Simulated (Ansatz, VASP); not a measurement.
## BP: VASP beside Ansatz

```
B P
1.0
     0.00000    2.26832    2.26832
     2.15490    0.00000    2.26832
     2.15490    2.26832    0.00000
B P
1 1
Cartesian
  0.0000 0.0000 0.0000
  1.0774 1.1342 1.1342
```

Change from the starting cell: uniaxial_x strain -5.0%.

Alike in both runs: task single point; functional PBE; k mesh 10 × 10 × 10; occupations fermi-dirac, width 0.02 eV; no spin polarisation.

```csv
,VASP,Ansatz
version,VASP 6.6.1,Ansatz 0.2.0
potentials or method,"VASP PAW PBE potentials, release 64 (B, P)","plane waves, PAW"
plane-wave cutoff (eV),520,420
valence electrons in the cell,8,8
```

```csv
,VASP,Ansatz,Ansatz less VASP
pressure (GPa),10.3,10.6,+0.29
"traceless stress, the component that is largest in VASP (GPa)",8.85,8.83,-0.017
```
